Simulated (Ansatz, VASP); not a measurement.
**SiO2: VASP beside Ansatz**

```
Si O
1.0
     4.98378    0.00000    0.00000
    -2.49189    4.31608    0.00000
     0.00000    0.00000    5.37485
Si O
3 6
Direct
  0.00000 0.50000 0.33333
  0.50000 0.50000 0.66667
  0.50000 0.00000 0.00000
  0.58350 0.79175 0.83333
  0.79175 0.58350 0.50000
  0.79175 0.20825 0.16667
  0.41650 0.20825 0.83333
  0.20825 0.41650 0.50000
  0.20825 0.79175 0.16667
```

Change from the starting cell: strain -0.015 along x and y, -0.030 along z, atoms carried along.

Alike in both runs: task single point; functional r2SCAN; k mesh 6 × 6 × 4; occupations gaussian, width 0.05 eV; no spin polarisation.

|  | VASP | Ansatz |
| --- | --- | --- |
| version | VASP 6.6.1 | Ansatz 0.2.0 |
| potentials or method | VASP PAW PBE potentials, release 64 (Si, O), cutoff 520 eV | scalar-relativistic, plane waves, PAW |
| valence electrons in the cell | 48 | 48 |

```tsv
	VASP	Ansatz	Ansatz less VASP
gap on the k mesh at the Fermi level (eV)	6.57	6.58	+0.006
least direct gap on the mesh (eV)	6.82	6.82	+0.002
pressure (GPa)	13.2	13.0	-0.21
traceless stress, the component that is largest in VASP (GPa)	0.69	0.65	-0.038
rms of the force components (eV/Å)	0.236	0.243	+0.0065
```

VASP's potentials were made for PBE, not for r2SCAN. Atom by atom the forces differ by 0.006 eV/Å (rms over components). The functional is the same, so the differences come from potentials, cutoffs and numerics.
